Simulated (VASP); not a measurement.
Wanted: the native input for a VASP 6.6.1 run.

- Task: single point
- Functional: PBEsol
- Potentials or basis: VASP PAW PBE potentials, release 64 (W_sv)
- Cutoff: 520 eV
- k mesh: 18 × 18 × 18
- Occupations: gaussian, width 0.1 eV
- Spin: no spin polarisation
- Dipole correction: no
- Further INCAR settings: ALGO = Normal; EDIFF = 1e-06; NBANDS = 13

The structure of W lies in POSCAR:

```
W
1.0
    0.0000000000      1.9989957668      1.9989957668
    1.9989957668      0.0000000000      1.9989957668
    1.9989957668      1.9989957668      0.0000000000
W
1
Direct
    0.0000000000      0.0000000000      0.0000000000
```

The input as run:

INCAR

```
SYSTEM = W
PREC = Accurate
ENCUT = 520
EDIFF = 1E-6
ISMEAR = 0
SIGMA = 0.1
LREAL = .False.
LASPH = .True.
NELM = 80
ALGO = Normal
ISIF = 2
LWAVE = .False.
LCHARG = .False.
GGA = PS
NBANDS = 13
```

KPOINTS

```
regular mesh
0
Gamma
  18 18 18
  0 0 0
```

Potentials or basis: VASP PAW PBE potentials, release 64 (W_sv).

Command:

```bash
$ cat potpaw_PBE.64/W_sv/POTCAR > POTCAR
$ mpirun -np 1 vasp_std > vasp.out
```

It gave:

```yaml
Pressure: 0.7 GPa
Band_gap_on_the_k_mesh: zero (band 7 reaches 13.91 eV, above the bottom of band 8 at 10.09 eV)
```

Caveat: the PAW data sets were made with another functional, which shifts forces and pressure a little; spin-orbit coupling is left out, which moves the levels of the heavy elements.

Wall time 37 s on 1 thread of Intel(R) Xeon(R) Platinum 8375C CPU @ 2.90GHz (Ice Lake), with other jobs on the host, peak memory 0.16 GiB.
